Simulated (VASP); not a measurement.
Runs of VASP 6.6.1 on Rh. The structure is that of space group P6/mmm (No. 191), or close to it. The cells are those of the table. 

```tsv
task	cell	k mesh	cutoff (eV)	gap on the mesh (eV)	pressure (GPa)
single point	a = 4.302, b = 4.302, c = 2.636 Å, angles 90.0, 90.0, 120.0°, 3 atoms	12 × 12 × 18	520	none	1.2
single point	a = 4.288, b = 4.288, c = 2.660 Å, angles 90.0, 90.0, 120.0°, 3 atoms	6 × 6 × 6	520	none	1.0
single point	a = 4.490, b = 4.490, c = 2.752 Å, angles 90.0, 90.0, 120.0°, 3 atoms	6 × 6 × 6	520	none	(a)
relaxation of cell and atoms	relaxed from a = 4.490, b = 4.490, c = 2.752 Å, angles 90.0, 90.0, 120.0°, 3 atoms	6 × 6 × 6	600	none	0.0
```

Alike in all rows: level r2SCAN; potentials or basis VASP PAW PBE potentials, release 64 (Rh_pv); no spin polarisation; smearing gaussian 0.1 eV.

Problem. Estimate the missing entries.

Solution. (a) -23.4.

Caveats: some runs use coarse meshes; the PAW data sets were made with another functional, which shifts forces and pressure a little.

A k mesh can miss the band edges, and the runs leave out spin-orbit coupling on Rh.

A gap of «none» marks levels without a gap at the run's occupations.
